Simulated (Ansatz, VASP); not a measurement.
**One calculation of Mg, two programs**

Contents of INCAR:

```
SYSTEM = Mg
  PREC = Accurate
  ENCUT = 840
  EDIFF = 1E-7
  ISMEAR = -1
  SIGMA = 0.1
  LREAL = .False.
  LASPH = .True.
  NELM = 120
  ALGO = Normal
  ISIF = 3
  LWAVE = .False.
  LCHARG = .False.
  GGA = CA
  IBRION = 2
  NSW = 80
  EDIFFG = -0.01
  GGA_COMPAT = .False.
  NELMIN = 4
```

The input KPOINTS:

```
regular mesh
0
Gamma
  9 9 9
  0 0 0
```

POSCAR

```
Mg
1.0
    0.0000000000      3.1538244874      3.1538244874
    3.1538244874      0.0000000000      3.1538244874
    3.1538244874      3.1538244874      0.0000000000
Mg
2
Direct
    0.1250000000      0.1250000000      0.1250000000
    0.8750000000      0.8750000000      0.8750000000
```

Input for Ansatz:

```yaml
crystal:
  lattice:
    - [0.0, 3.1538244874, 3.1538244874]
    - [3.1538244874, 0.0, 3.1538244874]
    - [3.1538244874, 3.1538244874, 0.0]
  atoms:
    - { symbol: Mg, position: [0.125, 0.125, 0.125] }
    - { symbol: Mg, position: [0.875, 0.875, 0.875] }
hamiltonian:
  xc: lda
  pseudopotentials:
    kind: paw
    azcp:
      Mg: "pseudopotentials/Mg.paw.azcp"
basis:
  ecutwfc: 420
  fft_grid_basis: typed
kpoints:
  mp_grid: { grid: [9, 9, 9], shift: [0, 0, 0] }
magnetization:
  spin_polarized: false
scf:
  occupations: { method: fermi_dirac, width: 0.1 }
relax:
  max_steps: 60
  f_tol: 0.01
  cell: {}
```

Alike in both runs: task relaxation of cell and atoms; functional LDA; k mesh 9 × 9 × 9; occupations fermi-dirac, width 0.1 eV; no spin polarisation.

|  | VASP | Ansatz |
| --- | --- | --- |
| version | VASP 6.6.1 | Ansatz 0.2.0 |
| potentials or method | VASP PAW LDA potentials, release 64 (Mg_sv), cutoff 840 eV | plane waves (420 eV) with PAW, scalar-relativistic |
| valence electrons in the cell | 20 | 20 |

|  | VASP | Ansatz | Ansatz less VASP |
| --- | --- | --- | --- |
| relaxed volume (Å³/atom) | 36.41 | 37.48 | +1.071 |
| relaxed length of the cell vector where the two differ most in proportion (Å) | 4.687 | 4.733 | +0.0455 |

Ansatz warns that its potentials were made for another functional, while VASP's fit it. LDA's correlation is that of Perdew and Zunger in VASP and of Perdew and Wang (1992) in Ansatz.

Noted on VASP's run: the volume moved by over 15 % at a fixed basis, so the end points are rough.
